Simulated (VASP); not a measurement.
Input of a VASP 6.6.1 run:

Contents of INCAR:

```
ALGO = Fast
EDIFF = 1E-7
ENCUT = 520
GGA = PE
ISIF = 2
ISMEAR = 0
LASPH = T
LCHARG = T
LELF = T
LREAL = F
LVHAR = T
LWAVE = F
NBANDS = 13
NELM = 80
PREC = Accurate
SIGMA = 0.15
```

Contents of KPOINTS:

```
k-points
0
Gamma
  22 22 22
```

POSCAR

```
Ru
1.0
    0.0000000000      2.1115312274      1.6748665696
    2.1115312274      0.0000000000      1.6748665696
    2.1115312274      2.1115312274      0.0000000000
Ru
1
Direct
    0.0000000000      0.0000000000      0.0000000000
```

Potentials or basis: VASP PAW PBE potentials, release 64 (Ru_pv).

Command:

```sh
$ cat potpaw_PBE.64/Ru_pv/POTCAR > POTCAR
$ mpirun -np 1 vasp_std > vasp.out
```

(1) Estimate the band gap on the k mesh.

(2) What does it give for the pressure?

## Answers

(1) zero (band 7 reaches 13.03 eV, above the bottom of band 8 at 9.67 eV).

(2) -14.2 GPa.
